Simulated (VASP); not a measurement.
Wanted: the native input for a VASP 6.6.1 run.

* Task: single point
* Functional: r2SCAN
* Potentials or basis: VASP PAW PBE potentials, release 64 (Ru_pv, Te)
* Cutoff: 520 eV
* k mesh: 12 × 12 × 12
* Occupations: gaussian, width 0.05 eV
* Spin: no spin polarisation
* Dipole correction: no
* Further INCAR settings: ALGO = Normal; EDIFF = 1e-06; NBANDS = 17

Crystal: TeRu.

```
Ru Te
1.0
     0.00000    2.71052    2.71052
     2.71052    0.00000    2.71052
     2.71052    2.71052    0.00000
Ru Te
1 1
Cartesian
  2.7105 2.7105 2.7105
  0.0000 0.0000 0.0000
```

The input as run:

POSCAR

```
TeRu
1.0
    0.0000000000      2.7105248454      2.7105248454
    2.7105248454      0.0000000000      2.7105248454
    2.7105248454      2.7105248454      0.0000000000
Ru Te
1 1
Direct
    0.5000000000      0.5000000000      0.5000000000
    0.0000000000      0.0000000000      0.0000000000
```

INCAR.step1

```
PREC     = Accurate       # precision mode
ENCUT    = 520            # plane-wave cutoff, eV
ISMEAR   = 0              # smearing method
SIGMA    = 0.05           # smearing width, eV
LREAL    = False          # projectors in reciprocal space
LASPH    = True           # aspherical terms in the spheres
NELM     = 80             # most SCF steps
NBANDS   = 17             # bands
GGA      = PE             # functional
ALGO     = Normal         # electronic algorithm
EDIFF    = 1E-4           # SCF threshold, eV
LWAVE    = True           # write WAVECAR
LCHARG   = False          # write CHGCAR
```

INCAR.step2

```
PREC     = Accurate       # precision mode
ENCUT    = 520            # plane-wave cutoff, eV
EDIFF    = 1E-6           # SCF threshold, eV
ISMEAR   = 0              # smearing method
SIGMA    = 0.05           # smearing width, eV
LREAL    = False          # projectors in reciprocal space
LASPH    = True           # aspherical terms in the spheres
NELM     = 80             # most SCF steps
ALGO     = Normal         # electronic algorithm
ISIF     = 2              # what is computed and relaxed
LWAVE    = False          # write WAVECAR
LCHARG   = False          # write CHGCAR
METAGGA  = R2SCAN         # meta-GGA
LMIXTAU  = True         
NBANDS   = 17             # bands
ISTART   = 1
```

KPOINTS

```
Automatic mesh
0
Gamma
  12 12 12
```

Potentials or basis: VASP PAW PBE potentials, release 64 (Ru_pv, Te).

Launch:

```console
$ cat potpaw_PBE.64/Ru_pv/POTCAR potpaw_PBE.64/Te/POTCAR > POTCAR
$ cp INCAR.step1 INCAR
$ mpirun -np 1 vasp_std > vasp.out
$ cp INCAR.step2 INCAR
$ mpirun -np 1 vasp_std > vasp.out
```

It gave:

- Pressure: 0.0 GPa
- Band gap on the k mesh: zero (band 10 reaches 10.35 eV, above the bottom of band 11 at 9.60 eV)

Caveat: the PAW data sets were made with another functional, which shifts forces and pressure a little; spin-orbit coupling is left out, which moves the levels of the heavy elements.

Run time: 87 s on 1 thread of Intel(R) Xeon(R) 6975P-C (Granite Rapids), on a shared host, peak memory 0.2 GiB.
